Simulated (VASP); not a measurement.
# Bi (P2/m) in VASP: relaxation of cell and atoms with PBEsol

Aim: the relaxation of cell and atoms of Bi with PBEsol.

Everything below comes from runs of VASP 6.6.1. Logs are shortened: lines on timing, memory, paths and dates and some standing lists are left out, and cuts for length are marked.

### Step 1. The cell of the first run

It takes space group P2/m (No. 10, monoclinic). Conventional cell: a = 3.238 Å, b = 3.222 Å, c = 6.444 Å, α = 90.00°, β = 90.72°, γ = 90.00°. Within 4.9 Å of Bi (site symmetry m) lie 18 Bi at 3.22 to 4.81 Å.

### Step 2. Relaxation of cell and atoms, PBEsol

INCAR

```
PREC = Accurate ; ENCUT = 600
EDIFF = 1E-7 ; ISMEAR = 0
SIGMA = 0.1 ; LREAL = False
LASPH = True ; NELM = 80
ALGO = Fast ; ISIF = 3
LWAVE = False ; LCHARG = False
GGA = PS ; IBRION = 2
NSW = 100 ; EDIFFG = -0.005
```

KPOINTS

```
regular mesh
0
Gamma
  14 14 8
```

POSCAR

```
Bi
1.0
    3.2383762460      0.0000000000      0.0000000000
    0.0000000000      3.2216433200      0.0000000000
   -0.0804548793      0.0000000000      6.4438887882
Bi
2
Direct
    0.4557527500      0.0000000000      0.2504221100
    0.5442472500      0.0000000000      0.7495778900
```

Potentials or basis: VASP PAW PBE potentials, release 64 (Bi_d).

The run is started by

```
> cat potpaw_PBE.64/Bi_d/POTCAR > POTCAR
> mpirun -np 1 vasp_std > vasp.out
```

OUTCAR:

```text
PREC = Accurate
   ENCUT = 600
   EDIFF = 1E-7
   ISMEAR = 0
   LREAL = False
   LASPH = True
   NELM = 80
   ISIF = 3
   GGA = PS
   IBRION = 2
   NSW = 100
   EDIFFG = -0.005

 ion  position               nearest neighbor table
   1  0.456  0.000  0.250-   2 3.23   2 3.24
   2  0.544  0.000  0.750-   1 3.23   1 3.24

  LATTYP: Found a simple monoclinic cell.
 ALAT       =     3.2383762460
 B/A-ratio  =     0.9948329271
 C/A-ratio  =     1.9900068852
 COS(beta)  =    -0.0124844813

  Lattice vectors:

 A1 = (   3.2383762460,   0.0000000000,   0.0000000000)
 A2 = (   0.0000000000,   3.2216433200,   0.0000000000)
 A3 = (  -0.0804548793,   0.0000000000,   6.4438887882)

Analysis of symmetry for initial positions (statically):
=====================================================================
 Subroutine PRICEL returns:
 Original cell was already a primitive cell.

 Routine SETGRP: Setting up the symmetry group for a
 simple monoclinic supercell.

 Subroutine GETGRP returns: Found  4 space group operations
 (whereof  4 operations were pure point group operations)
 out of a pool of  4 trial point group operations.

The static configuration has the point symmetry C_2h.

Analysis of symmetry for dynamics (positions and initial velocities):
=====================================================================
 Subroutine PRICEL returns:
 Original cell was already a primitive cell.

 Routine SETGRP: Setting up the symmetry group for a
 simple monoclinic supercell.

 Subroutine GETGRP returns: Found  4 space group operations
 (whereof  4 operations were pure point group operations)
 out of a pool of  4 trial point group operations.

The dynamic configuration has the point symmetry C_2h.

 Subroutine INISYM returns: Found  4 space group operations
 (whereof  4 operations are pure point group operations),
 and found     1 'primitive' translations

----------------------------------------------------------------------------------------

                                     Primitive cell

  volume of cell :      67.2284

  direct lattice vectors                    reciprocal lattice vectors
     3.238376246  0.000000000  0.000000000     0.308796731  0.000000000  0.003855467
     0.000000000  3.221643320  0.000000000     0.000000000  0.310400594  0.000000000
    -0.080454879  0.000000000  6.443888788     0.000000000  0.000000000  0.155185794

  length of vectors
     3.238376246  3.221643320  6.444391026     0.308820799  0.310400594  0.155185794

  position of ions in fractional coordinates (direct lattice)
     0.455752750  0.000000000  0.250422110
     0.544247250  0.000000000  0.749577890

  ion indices of the primitive-cell ions
   primitive index   ion index
                 1           1
                 2           2

----------------------------------------------------------------------------------------

 KPOINTS: regular mesh

Automatic generation of k-mesh.
 Grid dimensions read from file:
 generate k-points for:   14   14    8

 Generating k-lattice:

  Cartesian coordinates                     Fractional coordinates (reciprocal lattice)
     0.022056909  0.000000000  0.000275391     0.071428571  0.000000000  0.000000000
     0.000000000  0.022171471  0.000000000     0.000000000  0.071428571  0.000000000
     0.000000000  0.000000000  0.019398224     0.000000000  0.000000000  0.125000000

  Length of vectors
     0.022058629  0.022171471  0.019398224

  Shift w.r.t. Gamma in fractional coordinates (k-lattice)
     0.000000000  0.000000000  0.000000000

 Subroutine IBZKPT returns following result:
 ===========================================

 Found    464 irreducible k-points:

 Following reciprocal coordinates:
            Coordinates               Weight
  0.000000  0.000000  0.000000      1.000000
  0.071429  0.000000 -0.000000      2.000000
  0.142857  0.000000 -0.000000      2.000000
  0.214286  0.000000  0.000000      2.000000
  0.285714  0.000000  0.000000      2.000000
  0.357143  0.000000  0.000000      2.000000
[... 16 lines left out ...]
  0.428571  0.142857  0.000000      4.000000
  0.500000  0.142857 -0.000000      2.000000
 [... further k-points ...]
   k-points           NKPTS =    464   k-points in BZ     NKDIM =    464   number of bands    NBANDS=     19
   number of dos      NEDOS =    301   number of ions     NIONS =      2
   total plane-waves  NPLWV =  42336
   dimension x,y,z NGX =    28 NGY =   28 NGZ =   54
   dimension x,y,z NGXF=    56 NGYF=   56 NGZF=  108
   ions per type =               2
   NGX,Y,Z   is equivalent  to a cutoff of  14.37, 14.45, 13.93 a.u.
   NGXF,Y,Z  is equivalent  to a cutoff of  28.75, 28.90, 27.86 a.u.
 SYSTEM =  unknown system
   PREC   = accura    normal or accurate (medium, high low for compatibility)
   ISTART =      0    job   : 0-new  1-cont  2-samecut
   ICHARG =      2    charge: 1-file 2-atom 10-const
   ISPIN  =      1    spin polarized calculation?
   LNONCOLLINEAR =      F non collinear calculations
   LSORBIT =      F    spin-orbit coupling
   LASPH  =      T    aspherical Exc in radial PAW
   ENCUT  =  600.0 eV  44.10 Ry    6.64 a.u.   6.47  6.43 12.87*2*pi/ulx,y,z
   NELM   =     80;   NELMIN=  2; NELMDL= -5     # of ELM steps
   EDIFF  = 0.1E-06   stopping-criterion for ELM
   LREAL  =      F    real-space projection
   EDIFFG = -.5E-02   stopping-criterion for IOM
   NSW    =    100    number of steps for IOM
   IBRION =      2    ionic relax: 0-MD 1-quasi-New 2-CG
   NFREE  =      1    steps in history (QN), initial steepest desc. (CG)
   ISIF   =      3    stress and relaxation
   ISYM   =      2    0-nonsym 1-usesym 2-fastsym
   POTIM  = 0.5000    time-step for ionic-motion
   TEBEG  =    0.0;   TEEND  =   0.0 temperature during run
   PSTRESS=    0.0 pullay stress
   NELECT =      30.0000    total number of electrons
   NUPDOWN=      -1.0000    fix difference up-down
   EMIN   =  10.00;   EMAX   =-10.00  energy-range for DOS
   EFERMI =   0.00;   METHOD = LEGACY
   ISMEAR =     0;   SIGMA  =   0.10  broadening in eV -4-tet -1-fermi 0-gaus
   EFERMI_NEDOS =   21; number of points for ismear=-14 and -15
   IALGO  =     68    algorithm
   IMIX   =      4    mixing-type and parameters
     AMIX     =   0.40;   BMIX     =  1.00
     AMIX_MAG =   1.60;   BMIX_MAG =  1.00
  volume/ion in A,a.u.               =      33.61       226.84
  Fermi-wavevector in a.u.,A,eV,Ry     =   1.251020  2.364085 21.293818  1.565051
  Thomas-Fermi vector in A             =   2.384987
   LORBIT       =      0    0 simple, 1 ext, 2 COOP (PROOUT), +10 PAW based schemes
   GGA     = PS    functional components
   LHFCALC =     F    Hartree Fock is set to
   AEXX    =    0.0000 exact exchange contribution
   IVDW    =     0    specifies the selected vdW correction
   LEPSILON=     F    determine dielectric tensor
   LRPA    =     F    only Hartree local field effects (RPA)
 conjugate gradient relaxation of ions
 non-spin polarized calculation
 RMM-DIIS sequential band-by-band and
 Gauss-broadening in eV      SIGMA  =   0.10
  energy-cutoff  :      600.00
  volume of cell :       67.23
 maximum number of plane-waves:      2285
 NGX is ok and might be reduce to    28
   NGX = 13   NGY = 13   NGZ = 25

--------------------------------------- Ionic step        1  -------------------------------------------

 number of electron      30.0000007 magnetization

 Free energy of the ion-electron system (eV)
  ---------------------------------------------------
  ext. energy  EPLUGINS =         0.00000000
  ---------------------------------------------------
  free energy    TOTEN  =        -8.55878655 eV

  energy without entropy =       -8.55301116  energy(sigma->0) =       -8.55589885

------------------------ aborting loop because EDIFF is reached ----------------------------------------

  FORCE on cell =-STRESS in cart. coord.  units (eV):
  Direction    XX          YY          ZZ          XY          YZ          ZX
  --------------------------------------------------------------------------------------
  -------------------------------------------------------------------------------------
  Total       -0.2372425     -0.0958385     -0.2013343      0.0000000      0.0000000      0.0170429
  in kB       -5.6539287     -2.2840093     -4.7981691      0.0000000      0.0000000      0.4061646
  external PRESSURE =      -4.2453690 kB  Pullay stress =       0.0000000 kB
[... 23 lines left out ...]
--------------------------------------- Ionic step        2  -------------------------------------------

 number of electron      30.0000007 magnetization

 E-fermi :   6.7825     XC(G=0): -10.0112

 val. band max:        6.7820459124   @ k =   0.2143   0.0714   0.3750
 cond. band min:       6.7837498393   @ k =   0.2857   0.2857   0.2500
 fundamental gap:      0.0017039269
 Fermi energy:         6.7824982428

 k-point     1 :       0.0000    0.0000    0.0000
  band No.  band energies     occupation
      1     -16.1007      2.00000
      2     -16.0948      2.00000
      3     -16.0833      2.00000
      4     -15.8330      2.00000
      5     -15.8294      2.00000
      6     -15.8111      2.00000
[... 505 lines left out ...]
      6     -15.8418      2.00000
[... 11 lines left out ...]
     18      11.6215      0.00000
     19      12.6851      0.00000

 [... further k-points ...]

------------------------ aborting loop because EDIFF is reached ----------------------------------------

  FORCE on cell =-STRESS in cart. coord.  units (eV):
  Direction    XX          YY          ZZ          XY          YZ          ZX
  --------------------------------------------------------------------------------------
  -------------------------------------------------------------------------------------
  Total        0.1299801      0.0790933      0.1121666      0.0000000      0.0000000      0.0137345
  in kB        3.1379532      1.9094555      2.7079043      0.0000000      0.0000000      0.3315764
  external PRESSURE =       2.5851043 kB  Pullay stress =       0.0000000 kB
[... 203 lines left out ...]
--------------------------------------- Ionic step        8  -------------------------------------------

 number of electron      30.0000006 magnetization

 Free energy of the ion-electron system (eV)
  ---------------------------------------------------
  ext. energy  EPLUGINS =         0.00000000
  ---------------------------------------------------
  free energy    TOTEN  =        -8.55969247 eV

  energy without entropy =       -8.55380958  energy(sigma->0) =       -8.55675102

 E-fermi :   6.7267     XC(G=0):  -9.9901

 val. band max:        6.7264374115   @ k =   0.2857   0.2857   0.2500
 cond. band min:       6.7310260165   @ k =   0.2143   0.2857   0.0000
 fundamental gap:      0.0045886049
 Fermi energy:         6.7266759565

 k-point     1 :       0.0000    0.0000    0.0000
  band No.  band energies     occupation
      1     -16.1486      2.00000
      2     -16.1414      2.00000
      3     -16.1309      2.00000
      4     -15.8840      2.00000
      5     -15.8805      2.00000
      6     -15.8625      2.00000
[... 505 lines left out ...]
      6     -15.8927      2.00000
[... 11 lines left out ...]
     18      11.5394      0.00000
     19      12.6081      0.00000

 [... further k-points ...]

------------------------ aborting loop because EDIFF is reached ----------------------------------------

  FORCE on cell =-STRESS in cart. coord.  units (eV):
  Direction    XX          YY          ZZ          XY          YZ          ZX
  --------------------------------------------------------------------------------------
  -------------------------------------------------------------------------------------
  Total        0.0048253      0.0012340      0.0087710      0.0000000      0.0000000      0.0084670
  in kB        0.1159625      0.0296556      0.2107869      0.0000000      0.0000000      0.2034831
  external PRESSURE =       0.1188017 kB  Pullay stress =       0.0000000 kB
[... 17 lines left out ...]
  FREE ENERGIE OF THE ION-ELECTRON SYSTEM (eV)
  ---------------------------------------------------
  free  energy   TOTEN  =        -8.5596924672 eV

  energy  without entropy=       -8.5538095796  energy(sigma->0) =       -8.55675102

 reached required accuracy - stopping structural energy minimisation
```

It took 67 min on 1 thread of Oxide Virtual Turin-like, shared host; peak memory 0.65 GiB.

Results:

```
Free energy                           : -8.5597 eV
Relaxed volume                        : 33.33 Å³/atom
Relaxed cell                          : a = 3.226 Å, b = 3.218 Å, c = 6.423 Å, α = 90.00°, β = 90.46°, γ = 90.00°
Space group after relaxing (to 0.1 Å) : Pmma (No. 51)
Energy gained by relaxing             : 0.5 meV/atom
Ionic steps                           : 8
Pressure after relaxing               : 0.0 GPa
Largest force after relaxing          : 0.004 eV/Å
Band gap on the k mesh                : zero (bands 15 and 16 overlap by 6.42 eV)
```

Forces in eV/Å, atoms in the order of the input:
```
Bi  -0.004  0.000  0.000
Bi   0.004  0.000  0.000
```

Step by step:
```csv
step,energy change (eV),largest force (eV/Å),pressure (GPa),volume (Å³)
1,0.0000,0.0089,-0.42,67.23
2,-0.0006,0.0109,0.26,66.37
3,-0.0008,0.0110,0.01,66.68
4,-0.0008,0.0108,0.00,66.69
5,-0.0009,0.0079,-0.01,66.70
6,-0.0009,0.0064,-0.02,66.71
7,-0.0009,0.0054,-0.01,66.70
8,-0.0009,0.0044,0.01,66.67
```

Final structure:
```
CELL_PARAMETERS angstrom
3.22602 0.00000 0.00732
0.00000 3.21773 0.00000
-0.06558 0.00000 6.42226
ATOMIC_POSITIONS crystal
Bi 0.45529 0.00000 0.25003
Bi 0.54471 0.00000 0.74997
```

Levels at points of the mesh, in eV from the Fermi level:
```csv
k point,band 12,band 13,band 14,band 15,band 16,band 17,band 18,band 19
"(0.00, 0.00, 0.00)",-11.27,-5.10,3.28,3.29,3.32,4.92,5.27,6.53
"(0.50, 0.00, 0.00)",-9.37,-5.06,-3.21,-3.11,2.36,5.26,5.58,7.27
"(0.00, 0.50, 0.00)",-9.30,-5.11,-3.17,-3.16,2.68,5.27,5.30,7.01
"(0.50, 0.50, 0.00)",-7.35,-3.17,-3.12,-1.40,-1.38,-1.28,2.72,4.97
"(0.00, 0.00, 0.50)",-12.49,-1.81,-1.81,4.01,4.06,4.12,4.12,7.67
"(0.50, 0.00, 0.50)",-10.53,-4.35,-4.34,0.24,0.28,5.38,5.41,6.12
"(0.00, 0.50, 0.50)",-10.51,-4.31,-4.31,0.23,0.24,5.42,5.42,6.03
"(0.50, 0.50, 0.50)",-8.55,-2.44,-2.43,-2.42,-2.41,2.23,2.28,3.42
```

Caveat: the PAW data sets were made with another functional, which shifts forces and pressure a little; spin-orbit coupling is left out, which moves the levels of the heavy elements.
